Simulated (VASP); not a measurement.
Wanted: the native input for a VASP 6.6.1 run.

| Quantity | Value |
| --- | --- |
| Task | single point |
| Functional | PBE |
| Potentials or basis | VASP PAW PBE potentials, release 64 (Si, O) |
| Cutoff | 520 eV |
| k mesh | 4 × 4 × 4 |
| Occupations | gaussian, width 0.05 eV |
| Spin | no spin polarisation |
| Dipole correction | no |
| Further INCAR settings | ALGO = Normal; EDIFF = 1e-06; NBANDS = 40 |

The structure of Si4O7 (a cell with a defect) lies in POSCAR:

```
Si4O7
1.0
    5.0799801732      0.0000000000      0.0000000000
    0.0000000000      5.0799801732      0.0000000000
    0.0000000000      0.0000000000      7.0914769300
Si O
4 7
Direct
    0.2944292339      0.2944292339      0.0000000000
    0.2055707661      0.7944292339      0.2500000000
    0.7055707661      0.7055707661      0.5000000000
    0.7944292339      0.2055707661      0.7500000000
    0.4053663613      0.7409644515      0.4248320116
    0.7590355485      0.9053663613      0.6748320116
    0.5946336387      0.2590355485      0.9248320116
    0.7409644515      0.4053663613      0.5751679884
    1.1504429214      1.1202498092      0.2153824290
    0.2590355485      0.5946336387      0.0751679884
    0.0946336387      0.2409644515      0.8251679884
```

This cell differs from its parent crystal: atoms taken out, atom 9 moved 0.875 of the way to it and +0.450 Å across, host rigid.

The input as run:

INCAR

```
PREC = Accurate ; ENCUT = 520
EDIFF = 1E-6 ; ISMEAR = 0
SIGMA = 0.05 ; LREAL = F
LASPH = T ; NELM = 80
ALGO = Normal ; ISIF = 2
LWAVE = F ; LCHARG = F
GGA = PE ; NBANDS = 40
```

KPOINTS

```
Automatic mesh
0
Gamma
  4 4 4
```

Potentials or basis: VASP PAW PBE potentials, release 64 (Si, O).

Run with:

```console
$ cat potpaw_PBE.64/Si/POTCAR potpaw_PBE.64/O/POTCAR > POTCAR
$ mpirun -np 1 vasp_std > vasp.out
```

Results of the run:

```
Pressure               : -3.3 GPa
Largest force          : 4.334 eV/Å
Band gap on the k mesh : 2.27 eV
```

Caveat: the cell differs from its parent crystal (atoms taken out, atom 9 moved 0.875 of the way to it and +0.450 Å across, host rigid).

Wall time 2.2 min on 1 thread of AMD EPYC 9R45 96-Core Processor (Zen 5), with other jobs on the host, peak memory 0.35 GiB.
